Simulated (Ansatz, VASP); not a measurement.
# One calculation of InAs, two programs

Contents of INCAR:

```
SYSTEM = InAs
  ALGO = Normal
  EDIFF = 1E-7
  ENCUT = 520
  GGA = PS
  ISIF = 2
  ISMEAR = 0
  LASPH = .True.
  LCHARG = .False.
  LREAL = .False.
  LWAVE = .False.
  NBANDS = 16
  NELM = 60
  PREC = Accurate
  SIGMA = 0.15
```

KPOINTS

```
k-points
0
Gamma
  14 14 14
  0 0 0
```

POSCAR

```
InAs
1.0
    0.0000000000      3.2659200000      2.7820800000
    3.2659200000      0.0000000000      2.7820800000
    3.2659200000      3.2659200000      0.0000000000
In As
1 1
Direct
    0.0000000000      0.0000000000      0.0000000000
    0.7500000000      0.7500000000      0.7500000000
```

Input for Ansatz:

```yaml
crystal:
  lattice:
    - [0.0, 3.26592, 2.78208]
    - [3.26592, 0.0, 2.78208]
    - [3.26592, 3.26592, 0.0]
  atoms:
    - { symbol: In, position: [0.0, 0.0, 0.0] }
    - { symbol: As, position: [0.75, 0.75, 0.75] }
basis:
  ecutwfc: 420
kpoints:
  mp_grid: { grid: [14, 14, 14] }
hamiltonian:
  xc: pbesol
scf:
  occupations: { method: gaussian, width: 0.15 }
output:
  forces: true
  stress: true
  eigenvalues: true
```

Change from the starting cell: strain +0.080 along x and y, -0.080 along z, atoms carried along.

Alike in both runs: task single point; functional PBEsol; k mesh 14 × 14 × 14; occupations gaussian, width 0.15 eV; no spin polarisation.

|  | VASP | Ansatz |
| --- | --- | --- |
| version | VASP 6.6.1 | Ansatz 0.2.0 |
| potentials or method | VASP PAW PBE potentials, release 64 (In_d, As), cutoff 520 eV | scalar-relativistic, plane waves, PAW |
| valence electrons in the cell | 18 | 28 |

Ansatz gave:

- gap on the k mesh at the Fermi level (eV): 0.16
- least direct gap on the mesh (eV): 0.34
- pressure (GPa): -2.9
- traceless stress, the component that is largest in VASP (GPa): 2.77

Problem. Which values does VASP return?

Solution. gap on the k mesh at the Fermi level (eV): 0.16; least direct gap on the mesh (eV): 0.34; pressure (GPa): -2.9; traceless stress, the component that is largest in VASP (GPa): 2.76.

VASP's potentials were made for PBE, not for PBEsol. The functional is the same, so the differences come from potentials, cutoffs and numerics. VASP's potentials hold 18 valence electrons a cell and Ansatz's 28, so a difference there can come from the potentials and not from the codes.
